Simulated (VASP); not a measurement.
Write the native input for VASP 6.6.1 that does the following.

| Item | Value |
| --- | --- |
| Task | single point |
| Functional | PBE |
| Potentials or basis | VASP PAW PBE potentials, release 64 (W_sv) |
| Cutoff | 520 eV |
| k mesh | 12 × 12 × 12 |
| Occupations | gaussian, width 0.023 eV |
| Spin | no spin polarisation |
| Dipole correction | no |
| Further INCAR settings | ALGO = Normal; EDIFF = 1e-06; NBANDS = 13 |

The structure of W lies in POSCAR:

```
W
1.0
   -1.5823450000      1.5823450000      1.5823450000
    1.5823450000     -1.5823450000      1.5823450000
    1.5823450000      1.5823450000     -1.5823450000
W
1
Direct
    0.0000000000      0.0000000000      0.0000000000
```

The input as run:

INCAR

```
ALGO = Normal ; EDIFF = 1E-6
ENCUT = 520 ; GGA = PE
ISIF = 2 ; ISMEAR = 0
LASPH = True ; LCHARG = True
LELF = True ; LREAL = False
LVHAR = True ; LWAVE = False
NBANDS = 13 ; NELM = 100
PREC = Accurate ; SIGMA = 0.023
```

KPOINTS

```
k-points
0
Gamma
  12 12 12
```

Potentials or basis: VASP PAW PBE potentials, release 64 (W_sv).

Command:

```console
$ cat potpaw_PBE.64/W_sv/POTCAR > POTCAR
$ mpirun -np 1 vasp_std > vasp.out
```

Results of the run:

| Quantity | Value |
| --- | --- |
| Pressure | 6.7 GPa |
| Band gap on the k mesh | zero (band 7 reaches 16.61 eV, above the bottom of band 8 at 10.21 eV) |

Caveat: spin-orbit coupling is left out, which moves the levels of the heavy elements.

It took 5 s on 1 thread of Intel(R) Xeon(R) 6975P-C (Granite Rapids) (shared host), peak memory 0.13 GiB.
